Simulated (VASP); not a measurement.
The system is CaO.

```xyz
2
Lattice="-0.0174 2.5894 2.5894 2.5894 -0.0174 2.5894 2.5894 2.5894 -0.0174" Properties=species:S:1:pos:R:3 pbc="T T T"
Ca   -0.0032   -0.0032   -0.0032
O     1.2935    1.2935    1.2935
```

This cell differs from its parent crystal: strain along [111] -1.0%.

Base run:

| Item | Value |
| --- | --- |
| Program | VASP 6.6.1 |
| Functional | PBE |
| Potentials or basis | VASP PAW PBE potentials, release 64 (Ca_sv, O) |
| Cutoff | 520 eV |
| k mesh | 6 × 6 × 6 |
| Occupations | gaussian, width 0.01 eV |
| Spin | no spin polarisation |

Its results: band gap on the k mesh 3.36 eV (least direct gap 3.98 eV); pressure 2.7 GPa.

Q: The run is repeated on the same cell with these changes: functional from PBE to r2SCAN; k mesh from 6 × 6 × 6 to 8 × 8 × 8. What comes out?

A: Band gap on the k mesh 3.76 eV (least direct gap 4.39 eV); pressure 1.8 GPa.

Several settings changed at once.

Caveats: the PAW data sets were made with another functional, which shifts forces and pressure a little (at least some runs).

A k mesh can miss the band edges.
